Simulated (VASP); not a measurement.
# Pd (Fm-3m) in VASP: notebook

Runs on Pd. Level: PBE. Tasks: single point, relaxation of cell and atoms.

Program: VASP 6.6.1. These are calculated values, not measurements. Logs are shortened: lines on timing, memory, paths and dates and some standing lists are left out, and cuts for length are marked.

### 1 The cell of the first run

Symmetry: Fm-3m, No. 225, cubic system. Conventional cell: a = 3.941 Å, b = 3.941 Å, c = 3.941 Å, α = 90.00°, β = 90.00°, γ = 90.00°. Pd (site symmetry m-3m) has 12 Pd at 2.79 Å within 3.7 Å.

### 2 Single point, PBE

Contents of INCAR:

```
  ALGO = Normal
  EDIFF = 1E-6
  ENCUT = 520
  GGA = PE
  ISIF = 2
  ISMEAR = 1
  LASPH = True
  LCHARG = True
  LELF = True
  LREAL = False
  LVHAR = True
  LWAVE = False
  NBANDS = 11
  NELM = 60
  PREC = Accurate
  SIGMA = 0.1
```

Contents of KPOINTS:

```
k-points
0
Gamma
  20 20 20
```

Contents of POSCAR:

```
Pd
1.0
    0.0000000000      1.9707314626      1.9707314626
    1.9707314626      0.0000000000      1.9707314626
    1.9707314626      1.9707314626      0.0000000000
Pd
1
Direct
    0.0000000000      0.0000000000      0.0000000000
```

Potentials or basis: VASP PAW PBE potentials, release 64 (Pd).

The run is started by

```bash
$ cat potpaw_PBE.64/Pd/POTCAR > POTCAR
$ mpirun -np 1 vasp_std > vasp.out
```

OUTCAR:

```text
EDIFF = 1E-6
   ENCUT = 520
   GGA = PE
   ISIF = 2
   ISMEAR = 1
   LASPH = True
   LREAL = False
   NELM = 60
   PREC = Accurate

 ion  position               nearest neighbor table
   1  0.000  0.000  0.000-

  LATTYP: Found a face centered cubic cell.
 ALAT       =     3.9414629252

  Lattice vectors:

 A1 = (   0.0000000000,   1.9707314626,   1.9707314626)
 A2 = (   1.9707314626,   0.0000000000,   1.9707314626)
 A3 = (   1.9707314626,   1.9707314626,   0.0000000000)

Analysis of symmetry for initial positions (statically):
=====================================================================
 Subroutine PRICEL returns:
 Original cell was already a primitive cell.

 Routine SETGRP: Setting up the symmetry group for a
 face centered cubic supercell.

 Subroutine GETGRP returns: Found 48 space group operations
 (whereof 48 operations were pure point group operations)
 out of a pool of 48 trial point group operations.

The static configuration has the point symmetry O_h .

Analysis of symmetry for dynamics (positions and initial velocities):
=====================================================================
 Subroutine PRICEL returns:
 Original cell was already a primitive cell.

 Routine SETGRP: Setting up the symmetry group for a
 face centered cubic supercell.

 Subroutine GETGRP returns: Found 48 space group operations
 (whereof 48 operations were pure point group operations)
 out of a pool of 48 trial point group operations.

The dynamic configuration has the point symmetry O_h .

 Subroutine INISYM returns: Found 48 space group operations
 (whereof 48 operations are pure point group operations),
 and found     1 'primitive' translations

----------------------------------------------------------------------------------------

                                     Primitive cell

  volume of cell :      15.3078

  direct lattice vectors                    reciprocal lattice vectors
     0.000000000  1.970731463  1.970731463    -0.253712903  0.253712903  0.253712903
     1.970731463  0.000000000  1.970731463     0.253712903 -0.253712903  0.253712903
     1.970731463  1.970731463  0.000000000     0.253712903  0.253712903 -0.253712903

  length of vectors
     2.787035162  2.787035162  2.787035162     0.439443638  0.439443638  0.439443638

  position of ions in fractional coordinates (direct lattice)
     0.000000000  0.000000000  0.000000000

  ion indices of the primitive-cell ions
   primitive index   ion index
                 1           1

----------------------------------------------------------------------------------------

 KPOINTS: k-points

Automatic generation of k-mesh.
 Grid dimensions read from file:
 generate k-points for:   20   20   20

 Generating k-lattice:

  Cartesian coordinates                     Fractional coordinates (reciprocal lattice)
    -0.012685645  0.012685645  0.012685645     0.050000000  0.000000000  0.000000000
     0.012685645 -0.012685645  0.012685645     0.000000000  0.050000000  0.000000000
     0.012685645  0.012685645 -0.012685645     0.000000000  0.000000000  0.050000000

  Length of vectors
     0.021972182  0.021972182  0.021972182

  Shift w.r.t. Gamma in fractional coordinates (k-lattice)
     0.000000000  0.000000000  0.000000000

 Subroutine IBZKPT returns following result:
 ===========================================

 Found    256 irreducible k-points:

 Following reciprocal coordinates:
            Coordinates               Weight
  0.000000  0.000000  0.000000      1.000000
  0.050000  0.000000  0.000000      8.000000
  0.100000  0.000000  0.000000      8.000000
  0.150000  0.000000  0.000000      8.000000
  0.200000  0.000000  0.000000      8.000000
  0.250000  0.000000  0.000000      8.000000
[... 16 lines left out ...]
 -0.400000  0.050000  0.000000     24.000000
 -0.350000  0.050000  0.000000     24.000000
 [... further k-points ...]
   k-points           NKPTS =    256   k-points in BZ     NKDIM =    256   number of bands    NBANDS=     11
   number of dos      NEDOS =    301   number of ions     NIONS =      1
   total plane-waves  NPLWV =  13824
   dimension x,y,z NGX =    24 NGY =   24 NGZ =   24
   dimension x,y,z NGXF=    48 NGYF=   48 NGZF=   48
   ions per type =               1
   NGX,Y,Z   is equivalent  to a cutoff of  14.32, 14.32, 14.32 a.u.
   NGXF,Y,Z  is equivalent  to a cutoff of  28.63, 28.63, 28.63 a.u.
 SYSTEM =  unknown system
   PREC   = accura    normal or accurate (medium, high low for compatibility)
   ISTART =      0    job   : 0-new  1-cont  2-samecut
   ICHARG =      2    charge: 1-file 2-atom 10-const
   ISPIN  =      1    spin polarized calculation?
   LNONCOLLINEAR =      F non collinear calculations
   LSORBIT =      F    spin-orbit coupling
   LASPH  =      T    aspherical Exc in radial PAW
   ENCUT  =  520.0 eV  38.22 Ry    6.18 a.u.   5.18  5.18  5.18*2*pi/ulx,y,z
   NELM   =     60;   NELMIN=  2; NELMDL= -5     # of ELM steps
   EDIFF  = 0.1E-05   stopping-criterion for ELM
   LREAL  =      F    real-space projection
   EDIFFG = 0.1E-04   stopping-criterion for IOM
   NSW    =      0    number of steps for IOM
   IBRION =     -1    ionic relax: 0-MD 1-quasi-New 2-CG
   NFREE  =      0    steps in history (QN), initial steepest desc. (CG)
   ISIF   =      2    stress and relaxation
   ISYM   =      2    0-nonsym 1-usesym 2-fastsym
   POTIM  = 0.5000    time-step for ionic-motion
   TEBEG  =    0.0;   TEEND  =   0.0 temperature during run
   PSTRESS=    0.0 pullay stress
   NELECT =      10.0000    total number of electrons
   NUPDOWN=      -1.0000    fix difference up-down
   EMIN   =  10.00;   EMAX   =-10.00  energy-range for DOS
   EFERMI =   0.00;   METHOD = LEGACY
   ISMEAR =     1;   SIGMA  =   0.10  broadening in eV -4-tet -1-fermi 0-gaus
   EFERMI_NEDOS =   21; number of points for ismear=-14 and -15
   IALGO  =     38    algorithm
   IMIX   =      4    mixing-type and parameters
     AMIX     =   0.40;   BMIX     =  1.00
     AMIX_MAG =   1.60;   BMIX_MAG =  1.00
  volume/ion in A,a.u.               =      15.31       103.30
  Fermi-wavevector in a.u.,A,eV,Ry     =   1.420487  2.684332 27.453624  2.017784
  Thomas-Fermi vector in A             =   2.541397
   LORBIT       =      0    0 simple, 1 ext, 2 COOP (PROOUT), +10 PAW based schemes
   GGA     = PE    functional components
   LHFCALC =     F    Hartree Fock is set to
   AEXX    =    0.0000 exact exchange contribution
   IVDW    =     0    specifies the selected vdW correction
   LEPSILON=     F    determine dielectric tensor
   LRPA    =     F    only Hartree local field effects (RPA)
 non-spin polarized calculation
 Methfessel and Paxton  Order N= 1 SIGMA  =   0.10
  energy-cutoff  :      520.00
  volume of cell :       15.31
 maximum number of plane-waves:       428
 NGX is ok and might be reduce to    24
   NGX = 11   NGY = 11   NGZ = 11

 number of electron      10.0000000 magnetization

 Free energy of the ion-electron system (eV)
  ---------------------------------------------------
  ext. energy  EPLUGINS =         0.00000000
  ---------------------------------------------------
  free energy    TOTEN  =        -5.21430739 eV

  energy without entropy =       -5.21373452  energy(sigma->0) =       -5.21411643

 E-fermi :   9.1395     XC(G=0): -12.9557

 val. band max:        9.1347683656   @ k =   0.5000   0.0500   0.0000
 cond. band min:       9.1404952430   @ k =   0.5000   0.2500   0.0500
 fundamental gap:      0.0057268775
 Fermi energy:         9.1394532078

 k-point     1 :       0.0000    0.0000    0.0000
  band No.  band energies     occupation
      1       2.3129      2.00000
      2       6.4860      2.00000
      3       6.4860      2.00000
      4       6.4860      2.00000
      5       8.0023      2.00000
      6       8.0023      2.00000
      7      26.3360      0.00000
      8      30.9042      0.00000
      9      30.9042      0.00000
     10      30.9042      0.00000
     11      35.4704      0.00000

 k-point     2 :       0.0500    0.0000    0.0000
  band No.  band energies     occupation
      1       2.4012      2.00000
      2       6.4554      2.00000
      3       6.5163      2.00000
      4       6.5163      2.00000
      5       7.9878      2.00000
      6       7.9878      2.00000
      7      26.4242      0.00000
      8      30.2720      0.00000
      9      30.9995      0.00000
     10      30.9995      0.00000
     11      35.5675      0.00000

 k-point     3 :       0.1000    0.0000    0.0000
  band No.  band energies     occupation
      1       2.6587      2.00000
      2       6.3760      2.00000
      3       6.5977      2.00000
      4       6.5977      2.00000
      5       7.9550      2.00000
      6       7.9550      2.00000
      7      26.6251      0.00000
      8      28.9379      0.00000
      9      31.2716      0.00000
     10      31.2716      0.00000
     11      36.0049      0.00000

 k-point     4 :       0.1500    0.0000    0.0000
  band No.  band energies     occupation
      1       3.0583      2.00000
      2       6.2876      2.00000
      3       6.6992      2.00000
      4       6.6992      2.00000
      5       7.9372      2.00000
      6       7.9372      2.00000
      7      26.5055      0.00000
      8      27.7252      0.00000
      9      31.6740      0.00000
     10      31.6740      0.00000
     11      35.3051      0.00000

 k-point     5 :       0.2000    0.0000    0.0000
  band No.  band energies     occupation
      1       3.5358      2.00000
      2       6.2699      2.00000
      3       6.7683      2.00000
      4       6.7683      2.00000
      5       7.9883      2.00000
      6       7.9883      2.00000
      7      25.1547      0.00000
      8      27.4930      0.00000
      9      32.1032      0.00000
     10      32.1032      0.00000
     11      34.6174      0.00000
[... 211 lines left out ...]
 k-point    21 :       0.5000    0.0500    0.0000
  band No.  band energies     occupation
      1       4.2116      2.00000
      2       6.3997      2.00000
      3       6.4988      2.00000
      4       8.7018      2.00000
      5       9.1348      1.07920
      6      10.6909     -0.00000
      7      16.2577      0.00000
      8      25.7428      0.00000
      9      29.5639      0.00000
     10      29.6549      0.00000
     11      35.9950      0.00000

 k-point    22 :      -0.4500    0.0500    0.0000
  band No.  band energies     occupation
      1       4.2180      2.00000
      2       6.4134      2.00000
      3       6.4985      2.00000
      4       8.7088      2.00000
      5       9.0558      1.99764
      6      10.5715     -0.00000
      7      16.4511      0.00000
      8      25.7663      0.00000
      9      29.3787      0.00000
     10      29.9722      0.00000
     11      35.5903      0.00000

 k-point    23 :      -0.4000    0.0500    0.0000
  band No.  band energies     occupation
      1       4.2541      2.00000
      2       6.4666      2.00000
      3       6.5377      2.00000
      4       8.4511      2.00000
      5       8.8684      2.00086
      6       9.9097     -0.00000
      7      17.5838      0.00000
      8      25.9556      0.00000
      9      29.4942      0.00000
     10      30.6104      0.00000
     11      35.6027      0.00000

 k-point    24 :      -0.3500    0.0500    0.0000
  band No.  band energies     occupation
      1       4.2975      2.00000
      2       6.5494      2.00000
      3       6.6109      2.00000
      4       7.8588      2.00000
      5       8.6031      2.00000
      6       9.2776     -0.06488
      7      19.1806      0.00000
      8      26.2901      0.00000
      9      29.8608      0.00000
     10      31.5421      0.00000
     11      35.1466      0.00000

 [... further k-points ...]
[... 5 lines left out ...]
  --------------------------------------------------------------------------------------
  -------------------------------------------------------------------------------------
  Total       -0.0298798     -0.0298798     -0.0298798      0.0000000      0.0000000     -0.0000000
  in kB       -3.1273456     -3.1273456     -3.1273456      0.0000000      0.0000000     -0.0000000
  external PRESSURE =      -3.1273456 kB  Pullay stress =       0.0000000 kB

 VOLUME and BASIS-vectors are now :
 -----------------------------------------------------------------------------
  energy-cutoff  :      520.00
  volume of cell :       15.31
      direct lattice vectors                 reciprocal lattice vectors
     0.000000000  1.970731463  1.970731463    -0.253712903  0.253712903  0.253712903
     1.970731463  0.000000000  1.970731463     0.253712903 -0.253712903  0.253712903
     1.970731463  1.970731463  0.000000000     0.253712903  0.253712903 -0.253712903

 POSITION                                       TOTAL-FORCE (eV/Angst)
 -----------------------------------------------------------------------------------
      0.00000      0.00000      0.00000         0.000000      0.000000      0.000000
 -----------------------------------------------------------------------------------
    total drift:                               -0.000000     -0.000000     -0.000000

  FREE ENERGIE OF THE ION-ELECTRON SYSTEM (eV)
  ---------------------------------------------------
  free  energy   TOTEN  =        -5.2143073903 eV

  energy  without entropy=       -5.2137345179  energy(sigma->0) =       -5.21411643
```

Run time: 36 s. Hardware: 1 thread of AMD EPYC 7R13 (Zen 3), shared host; peak memory 0.14 GiB.

What came out:

| Property | Result |
| --- | --- |
| Free energy | -5.2143 eV |
| Pressure | -0.3 GPa |
| Band gap on the k mesh | zero (band 5 reaches 9.43 eV, above the bottom of band 6 at 7.94 eV) |

(Continued in part 2 of 2.)
